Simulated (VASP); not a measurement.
Set up this calculation in VASP 6.6.1, as the native input.

- Task: relaxation of cell and atoms
- Functional: PBE
- Potentials or basis: VASP PAW PBE potentials, release 64 (Zr_sv, S)
- Cutoff: 600 eV
- k mesh: 3 × 3 × 4
- Occupations: gaussian, width 0.2 eV
- Spin: no spin polarisation
- Dipole correction: no
- Further INCAR settings: ALGO = Normal; EDIFF = 1e-06; IBRION = 2; EDIFFG = -0.08; NSW = 36; ISIF = 3

The structure of Zr3S2 lies in POSCAR:

```
Zr3S2
1.0
    7.1000000000      0.0000000000      0.0000000000
    0.0000000000      7.1000000000      0.0000000000
    0.0000000000      0.0000000000      3.7100000000
Zr S
6 4
Direct
    0.3190000000      0.1810000000      0.5000000000
    0.6810000000      0.8190000000      0.5000000000
    0.8190000000      0.3190000000      0.5000000000
    0.1810000000      0.6810000000      0.5000000000
    0.0000000000      0.0000000000      0.0000000000
    0.5000000000      0.5000000000      0.0000000000
    0.1200000000      0.3800000000      0.0000000000
    0.8800000000      0.6200000000      0.0000000000
    0.3800000000      0.8800000000      0.0000000000
    0.6200000000      0.1200000000      0.0000000000
```

These files were run (other wordings do the same):

INCAR

```
SYSTEM = Zr3S2
PREC = Accurate
ENCUT = 600
EDIFF = 1E-6
ISMEAR = 0
SIGMA = 0.2
LREAL = .FALSE.
LASPH = .TRUE.
NELM = 100
ALGO = Normal
ISIF = 3
LWAVE = .FALSE.
LCHARG = .FALSE.
GGA = PE
IBRION = 2
NSW = 36
EDIFFG = -0.08
```

KPOINTS

```
regular mesh
0
G
  3 3 4
  0 0 0
```

Potentials or basis: VASP PAW PBE potentials, release 64 (Zr_sv, S).

Command:

```bash
$ cat potpaw_PBE.64/Zr_sv/POTCAR potpaw_PBE.64/S/POTCAR > POTCAR
$ mpirun -np 1 vasp_std > vasp.out
```

It gave:

```yaml
Relaxed_volume: 17.77 Å³/atom
Relaxed_cell: a = 7.126 Å, b = 7.126 Å, c = 3.500 Å, α = 90.00°, β = 90.00°, γ = 90.00°
Space_group_after_relaxing_to_0.1_Å: P4/mbm (No. 127)
Energy_gained_by_relaxing: 262.2 meV/atom
Ionic_steps: 10
Pressure_after_relaxing: 0.2 GPa
Largest_force_after_relaxing: 0.058 eV/Å
Band_gap_on_the_k_mesh: zero (bands 48 and 49 overlap by 0.03 eV)
```

Caveat: the k points lie up to 0.45 Å⁻¹ apart in the final cell; the relaxation stopped at a loose force limit of 0.08 eV/Å, so its end isn't a converged minimum.

Wall time 10 min on 1 thread of Intel(R) Xeon(R) 6975P-C (Granite Rapids), with other jobs on the host, peak memory 0.38 GiB.
